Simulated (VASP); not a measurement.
# SnSe2 (P-3m1) in VASP: notebook

The runs below take SnSe2 through single point, with PBE+D3(BJ).

All numbers are computed with VASP 6.6.1; they aren't measurements. Logs are shortened: lines on timing, memory, paths and dates and some standing lists are left out, and cuts for length are marked.

## 1. The cell of the first run

The structure is trigonal, space group P-3m1 (No. 164). The conventional cell has a = 3.696 Å, b = 3.696 Å, c = 5.685 Å, α = 90.00°, β = 90.00°, γ = 120.00°. Sn (site symmetry -3m) has 6 Se at 2.61 Å within 3.4 Å. Within 3.4 Å of Se (site symmetry 3m) lie 3 Sn at 2.61 Å.

## 2. Single point, PBE+D3(BJ)

The input, INCAR:

```
PREC = Accurate
ENCUT = 500
EDIFF = 1E-6
ISMEAR = 0
SIGMA = 0.03
LREAL = F
LASPH = T
NELM = 120
ALGO = Normal
ISIF = 2
LWAVE = F
LCHARG = F
GGA = PE
IVDW = 12
NBANDS = 20
GGA_COMPAT = F
```

The input, KPOINTS:

```
Automatic mesh
0
Gamma
  12 12 6
```

The input, POSCAR:

```
SnSe2
1.0
    3.6960000000      0.0000000000      0.0000000000
   -1.8480000000      3.2008298924      0.0000000000
    0.0000000000      0.0000000000      5.6854000000
Sn Se
1 2
Direct
    0.0000000000      0.0000000000      0.0000000000
    0.3333333333      0.6666666667      0.2651331237
    0.6666666667      0.3333333333      0.7348668763
```

Potentials or basis: VASP PAW PBE potentials, release 64 (Sn_d, Se).

The run is started by

```
> cat potpaw_PBE.64/Sn_d/POTCAR potpaw_PBE.64/Se/POTCAR > POTCAR
> mpirun -np 1 vasp_std > vasp.out
```

OUTCAR:

```text
PREC = Accurate
   ENCUT = 500
   EDIFF = 1E-6
   ISMEAR = 0
   LREAL = F
   LASPH = T
   NELM = 120
   ISIF = 2
   GGA = PE
   IVDW = 12
 IVDW          = 12

 ion  position               nearest neighbor table
   1  0.000  0.000  0.000-   2 2.61   3 2.61   3 2.61   2 2.61   3 2.61   2 2.61
   2  0.333  0.667  0.265-   1 2.61   1 2.61   1 2.61
   3  0.667  0.333  0.735-   1 2.61   1 2.61   1 2.61

  LATTYP: Found a hexagonal cell.
 ALAT       =     3.6960000000
 C/A-ratio  =     1.5382575758

  Lattice vectors:

 A1 = (   3.6960000000,   0.0000000000,   0.0000000000)
 A2 = (  -1.8480000000,   3.2008298924,   0.0000000000)
 A3 = (   0.0000000000,   0.0000000000,   5.6854000000)

Analysis of symmetry for initial positions (statically):
=====================================================================
 Subroutine PRICEL returns:
 Original cell was already a primitive cell.

 Routine SETGRP: Setting up the symmetry group for a
 hexagonal supercell.

 Subroutine GETGRP returns: Found 12 space group operations
 (whereof 12 operations were pure point group operations)
 out of a pool of 24 trial point group operations.

The static configuration has the point symmetry D_3d.

Analysis of symmetry for dynamics (positions and initial velocities):
=====================================================================
 Subroutine PRICEL returns:
 Original cell was already a primitive cell.

 Routine SETGRP: Setting up the symmetry group for a
 hexagonal supercell.

 Subroutine GETGRP returns: Found 12 space group operations
 (whereof 12 operations were pure point group operations)
 out of a pool of 24 trial point group operations.

The dynamic configuration has the point symmetry D_3d.

 Subroutine INISYM returns: Found 12 space group operations
 (whereof 12 operations are pure point group operations),
 and found     1 'primitive' translations

----------------------------------------------------------------------------------------

                                     Primitive cell

  volume of cell :      67.2598

  direct lattice vectors                    reciprocal lattice vectors
     3.696000000  0.000000000  0.000000000     0.270562771  0.156209488  0.000000000
    -1.848000000  3.200829892  0.000000000     0.000000000  0.312418977  0.000000000
     0.000000000  0.000000000  5.685400000     0.000000000  0.000000000  0.175889119

  length of vectors
     3.696000000  3.696000000  5.685400000     0.312418977  0.312418977  0.175889119

  position of ions in fractional coordinates (direct lattice)
     0.000000000  0.000000000  0.000000000
     0.333333333  0.666666667  0.265133124
     0.666666667  0.333333333  0.734866876

  ion indices of the primitive-cell ions
   primitive index   ion index
                 1           1
                 2           2
                 3           3

----------------------------------------------------------------------------------------

 KPOINTS: Automatic mesh

Automatic generation of k-mesh.
 Grid dimensions read from file:
 generate k-points for:   12   12    6

 Generating k-lattice:

  Cartesian coordinates                     Fractional coordinates (reciprocal lattice)
     0.022546898  0.013017457  0.000000000     0.083333333  0.000000000  0.000000000
     0.000000000  0.026034915  0.000000000     0.000000000  0.083333333  0.000000000
     0.000000000  0.000000000  0.029314853     0.000000000  0.000000000  0.166666667

  Length of vectors
     0.026034915  0.026034915  0.029314853

  Shift w.r.t. Gamma in fractional coordinates (k-lattice)
     0.000000000  0.000000000  0.000000000

 Subroutine IBZKPT returns following result:
 ===========================================

 Found    100 irreducible k-points:

 Following reciprocal coordinates:
            Coordinates               Weight
  0.000000  0.000000  0.000000      1.000000
  0.083333  0.000000  0.000000      6.000000
  0.166667  0.000000  0.000000      6.000000
  0.250000  0.000000  0.000000      6.000000
  0.333333 -0.000000  0.000000      6.000000
  0.416667  0.000000  0.000000      6.000000
[... 16 lines left out ...]
  0.166667  0.000000  0.166667      6.000000
  0.000000  0.166667  0.166667      6.000000
 [... further k-points ...]
   k-points           NKPTS =    100   k-points in BZ     NKDIM =    100   number of bands    NBANDS=     20
   number of dos      NEDOS =    301   number of ions     NIONS =      3
   total plane-waves  NPLWV =  32928
   dimension x,y,z NGX =    28 NGY =   28 NGZ =   42
   dimension x,y,z NGXF=    56 NGYF=   56 NGZF=   84
   ions per type =               1   2
   NGX,Y,Z   is equivalent  to a cutoff of  12.59, 12.59, 12.28 a.u.
   NGXF,Y,Z  is equivalent  to a cutoff of  25.19, 25.19, 24.56 a.u.
 SYSTEM =  unknown system
   PREC   = accura    normal or accurate (medium, high low for compatibility)
   ISTART =      0    job   : 0-new  1-cont  2-samecut
   ICHARG =      2    charge: 1-file 2-atom 10-const
   ISPIN  =      1    spin polarized calculation?
   LNONCOLLINEAR =      F non collinear calculations
   LSORBIT =      F    spin-orbit coupling
   LASPH  =      T    aspherical Exc in radial PAW
   ENCUT  =  500.0 eV  36.75 Ry    6.06 a.u.   6.74  6.74 10.37*2*pi/ulx,y,z
   NELM   =    120;   NELMIN=  2; NELMDL= -5     # of ELM steps
   EDIFF  = 0.1E-05   stopping-criterion for ELM
   LREAL  =      F    real-space projection
   EDIFFG = 0.1E-04   stopping-criterion for IOM
   NSW    =      0    number of steps for IOM
   IBRION =     -1    ionic relax: 0-MD 1-quasi-New 2-CG
   NFREE  =      0    steps in history (QN), initial steepest desc. (CG)
   ISIF   =      2    stress and relaxation
   ISYM   =      2    0-nonsym 1-usesym 2-fastsym
   POTIM  = 0.5000    time-step for ionic-motion
   TEBEG  =    0.0;   TEEND  =   0.0 temperature during run
   PSTRESS=    0.0 pullay stress
   NELECT =      26.0000    total number of electrons
   NUPDOWN=      -1.0000    fix difference up-down
   EMIN   =  10.00;   EMAX   =-10.00  energy-range for DOS
   EFERMI =   0.00;   METHOD = LEGACY
   ISMEAR =     0;   SIGMA  =   0.03  broadening in eV -4-tet -1-fermi 0-gaus
   EFERMI_NEDOS =   21; number of points for ismear=-14 and -15
   IALGO  =     38    algorithm
   IMIX   =      4    mixing-type and parameters
     AMIX     =   0.40;   BMIX     =  1.00
     AMIX_MAG =   1.60;   BMIX_MAG =  1.00
  volume/ion in A,a.u.               =      22.42       151.30
  Fermi-wavevector in a.u.,A,eV,Ry     =   1.192561  2.253614 19.350243  1.422203
  Thomas-Fermi vector in A             =   2.328597
   LORBIT       =      0    0 simple, 1 ext, 2 COOP (PROOUT), +10 PAW based schemes
   GGA     = PE    functional components
   LHFCALC =     F    Hartree Fock is set to
   AEXX    =    0.0000 exact exchange contribution
   IVDW    =    12    specifies the selected vdW correction
   LEPSILON=     F    determine dielectric tensor
   LRPA    =     F    only Hartree local field effects (RPA)
 non-spin polarized calculation
 Gauss-broadening in eV      SIGMA  =   0.03
  energy-cutoff  :      500.00
  volume of cell :       67.26
 maximum number of plane-waves:      1732
 NGX is ok and might be reduce to    28
   NGX = 13   NGY = 13   NGZ = 21

 number of electron      26.0000004 magnetization

 Free energy of the ion-electron system (eV)
  ---------------------------------------------------
  ext. energy  EPLUGINS =         0.00000000
  ---------------------------------------------------
  free energy    TOTEN  =       -11.32241518 eV

  energy without entropy =      -11.32241518  energy(sigma->0) =      -11.32241518

 E-fermi :   6.2642     XC(G=0): -10.1747

 val. band max:        6.1198782886   @ k =   0.0833   0.0000   0.0000
 cond. band min:       6.4972968695   @ k =   0.0000   0.4167   0.3333
 fundamental gap:      0.3774185810
 Fermi energy:         6.2642081659

 k-point     1 :       0.0000    0.0000    0.0000
  band No.  band energies     occupation
      1     -15.6403      2.00000
      2     -15.6403      2.00000
      3     -15.5843      2.00000
      4     -15.5628      2.00000
      5     -15.5628      2.00000
      6      -9.0158      2.00000
[... 12 lines left out ...]
     19      14.9286      0.00000
     20      14.9286      0.00000

 k-point     2 :       0.0833    0.0000    0.0000
  band No.  band energies     occupation
      1     -15.6454      2.00000
      2     -15.6368      2.00000
      3     -15.5814      2.00000
      4     -15.5653      2.00000
      5     -15.5622      2.00000
      6      -8.9362      2.00000
[... 12 lines left out ...]
     19      14.3645      0.00000
     20      14.9538      0.00000

 k-point     3 :       0.1667    0.0000    0.0000
  band No.  band energies     occupation
      1     -15.6605      2.00000
      2     -15.6282      2.00000
      3     -15.5764      2.00000
      4     -15.5679      2.00000
      5     -15.5594      2.00000
      6      -8.7008      2.00000
[... 12 lines left out ...]
     19      13.8485      0.00000
     20      14.9580      0.00000

 k-point     4 :       0.2500    0.0000    0.0000
  band No.  band energies     occupation
      1     -15.6827      2.00000
      2     -15.6195      2.00000
      3     -15.5823      2.00000
      4     -15.5573      2.00000
      5     -15.5526      2.00000
      6      -8.3229      2.00000
[... 12 lines left out ...]
     19      13.9370      0.00000
     20      15.3839      0.00000

 k-point     5 :       0.3333   -0.0000    0.0000
  band No.  band energies     occupation
      1     -15.7055      2.00000
      2     -15.6143      2.00000
      3     -15.5895      2.00000
      4     -15.5444      2.00000
      5     -15.5421      2.00000
      6      -7.8357      2.00000
[... 12 lines left out ...]
     19      14.9721      0.00000
     20      16.4564      0.00000

 k-point     6 :       0.4167    0.0000    0.0000
  band No.  band energies     occupation
      1     -15.7225      2.00000
      2     -15.6125      2.00000
      3     -15.5947      2.00000
      4     -15.5349      2.00000
      5     -15.5324      2.00000
      6      -7.3220      2.00000
[... 12 lines left out ...]
     19      16.1760      0.00000
     20      17.0149      0.00000

 k-point     7 :       0.5000    0.0000    0.0000
  band No.  band energies     occupation
      1     -15.7288      2.00000
      2     -15.6121      2.00000
      3     -15.5965      2.00000
      4     -15.5314      2.00000
      5     -15.5285      2.00000
      6      -7.0346      2.00000
[... 12 lines left out ...]
     19      16.7202      0.00000
     20      17.4073      0.00000
[... 277 lines left out ...]
 k-point    20 :       0.0000    0.0000    0.1667
  band No.  band energies     occupation
      1     -15.6403      2.00000
      2     -15.6403      2.00000
      3     -15.5842      2.00000
      4     -15.5628      2.00000
      5     -15.5628      2.00000
      6      -8.9462      2.00000
[... 12 lines left out ...]
     19      14.5844      0.00000
     20      14.5844      0.00000

 k-point    21 :       0.0833    0.0000    0.1667
  band No.  band energies     occupation
      1     -15.6454      2.00000
      2     -15.6368      2.00000
      3     -15.5813      2.00000
      4     -15.5653      2.00000
      5     -15.5622      2.00000
      6      -8.8670      2.00000
[... 12 lines left out ...]
     19      14.3523      0.00000
     20      14.9566      0.00000

 k-point    22 :       0.0000    0.0833    0.1667
  band No.  band energies     occupation
      1     -15.6454      2.00000
      2     -15.6368      2.00000
      3     -15.5813      2.00000
      4     -15.5653      2.00000
      5     -15.5622      2.00000
      6      -8.8668      2.00000
[... 12 lines left out ...]
     19      14.2274      0.00000
     20      14.4753      0.00000

 k-point    23 :       0.1667    0.0000    0.1667
  band No.  band energies     occupation
      1     -15.6606      2.00000
      2     -15.6282      2.00000
      3     -15.5762      2.00000
      4     -15.5680      2.00000
      5     -15.5594      2.00000
      6      -8.6331      2.00000
[... 12 lines left out ...]
     19      14.2854      0.00000
     20      14.9007      0.00000

 k-point    24 :       0.0000    0.1667    0.1667
  band No.  band energies     occupation
      1     -15.6606      2.00000
      2     -15.6283      2.00000
      3     -15.5764      2.00000
      4     -15.5678      2.00000
      5     -15.5594      2.00000
      6      -8.6318      2.00000
[... 12 lines left out ...]
     19      13.7001      0.00000
     20      14.5611      0.00000

 [... further k-points ...]

------------------------ aborting loop because EDIFF is reached ----------------------------------------

 Edisp (eV)   -1.25048

 E8    (eV) :    -0.5469

  FORCE on cell =-STRESS in cart. coord.  units (eV):
  Direction    XX          YY          ZZ          XY          YZ          ZX
  --------------------------------------------------------------------------------------
  -------------------------------------------------------------------------------------
  Total       4.94442     4.94442     5.48576     0.00000     0.00000    -0.00000
  in kB     117.77956   117.77956   130.67468     0.00000     0.00000    -0.00000
  external pressure =      122.08 kB  Pullay stress =        0.00 kB

 VOLUME and BASIS-vectors are now :
 -----------------------------------------------------------------------------
  energy-cutoff  :      500.00
  volume of cell :       67.26
      direct lattice vectors                 reciprocal lattice vectors
     3.696000000  0.000000000  0.000000000     0.270562771  0.156209488  0.000000000
    -1.848000000  3.200829892  0.000000000     0.000000000  0.312418977  0.000000000
     0.000000000  0.000000000  5.685400000     0.000000000  0.000000000  0.175889119

 POSITION                                       TOTAL-FORCE (eV/Angst)
 -----------------------------------------------------------------------------------
      0.00000      0.00000      0.00000        -0.000000      0.000000      0.000000
     -0.00000      2.13389      1.50739         0.000000      0.000000      1.376282
      1.84800      1.06694      4.17801        -0.000000     -0.000000     -1.376282
 -----------------------------------------------------------------------------------
    total drift:                               -0.000000      0.000000      0.000000

  FREE ENERGIE OF THE ION-ELECTRON SYSTEM (eV)
  ---------------------------------------------------
  free  energy   TOTEN  =       -12.5728979326 eV

  energy  without entropy=      -12.5728979326  energy(sigma->0) =      -12.57289793
```

It took 1.8 min on 1 thread of Intel Xeon Platinum 8488C (Sapphire Rapids), shared host; peak memory 0.27 GiB.

Results:

| Property | Result |
| --- | --- |
| Free energy | -12.5729 eV |
| Pressure | 12.2 GPa |
| Largest force | 1.376 eV/Å |
| Band gap on the k mesh | 0.38 eV, indirect (least direct gap 1.19 eV) |
| Dispersion energy per atom | -0.417 eV |

Forces in eV/Å, atoms in the order of the input:
```
Sn   0.000  0.000  0.000
Se   0.000  0.000  1.376
Se   0.000  0.000 -1.376
```

Stress tensor (GPa, compression positive):
```
11.78  0.00  0.00
 0.00 11.78  0.00
 0.00  0.00 13.07
```

Caveat: spin-orbit coupling is left out, which moves the levels of the heavy elements; forces of over 1 eV/Å act on the atoms, so gaps and moduli don't describe the material at rest.

## 3. Single point, PBE+D3(BJ)

This run uses another cell than the first one, of 23.01 Å³/atom, 1.026 times its volume.

The input, INCAR:

```
SYSTEM = SnSe2
PREC = Accurate
ENCUT = 500
EDIFF = 1E-6
ISMEAR = 0
SIGMA = 0.03
LREAL = .False.
LASPH = .True.
NELM = 120
ALGO = Normal
ISIF = 2
LWAVE = .False.
LCHARG = .True.
GGA = PE
IVDW = 12
LELF = .True.
LVHAR = .True.
NBANDS = 20
GGA_COMPAT = .False.
```

The input, KPOINTS:

```
regular mesh
0
Gamma
  12 12 6
  0 0 0
```

The input, POSCAR:

```
SnSe2
1.0
    3.7440000000      0.0000000000      0.0000000000
   -1.8720000000      3.2423991118      0.0000000000
    0.0000000000      0.0000000000      5.6854000000
Sn Se
1 2
Direct
    0.0000000000      0.0000000000      0.0000000000
    0.3333333333      0.6666666667      0.2651331237
    0.6666666667      0.3333333333      0.7348668763
```

Potentials or basis: VASP PAW PBE potentials, release 64 (Sn_d, Se).

The run is started by

```
> cat potpaw_PBE.64/Sn_d/POTCAR potpaw_PBE.64/Se/POTCAR > POTCAR
> mpirun -np 1 vasp_std > vasp.out
```

Run time: 1.8 min. Hardware: 1 thread of Intel Xeon Platinum 8488C (Sapphire Rapids), shared host; peak memory 0.27 GiB.

The run converged. Its results:

| Quantity | Value |
| --- | --- |
| Free energy | -12.6846 eV |
| Pressure | 9.3 GPa |
| Largest force | 1.150 eV/Å |
| Band gap on the k mesh | 0.31 eV, indirect (least direct gap 0.92 eV) |
| Dispersion energy per atom | -0.406 eV |

Forces on the atoms (eV/Å):
```
Sn   0.000  0.000  0.000
Se   0.000  0.000  1.150
Se   0.000  0.000 -1.150
```

Stress tensor (GPa, compression positive):
```
 8.61  0.00  0.00
 0.00  8.61  0.00
 0.00  0.00 10.57
```

Levels at points of the mesh, in eV from the valence-band top:
| k point | band 10 | band 11 | band 12 | band 13 | band 14 | band 15 | band 16 | band 17 |
| --- | --- | --- | --- | --- | --- | --- | --- | --- |
| (0.00, 0.00, 0.00) | -1.18 | -0.99 | -0.99 | -0.03 | 0.89 | 2.54 | 4.39 | 4.39 |
| (0.50, 0.00, 0.00) | -3.87 | -3.43 | -2.13 | -0.64 | 1.03 | 3.38 | 4.71 | 4.87 |
| (0.00, 0.00, 0.50) | -1.37 | -1.37 | -0.65 | -0.65 | 2.55 | 2.57 | 3.86 | 3.86 |
| (0.50, 0.00, 0.50) | -3.07 | -2.35 | -1.50 | -1.44 | 0.75 | 3.84 | 4.40 | 5.53 |

Caveat: spin-orbit coupling is left out, which moves the levels of the heavy elements; forces of over 1 eV/Å act on the atoms, so gaps and moduli don't describe the material at rest. A k mesh can miss the band edges.
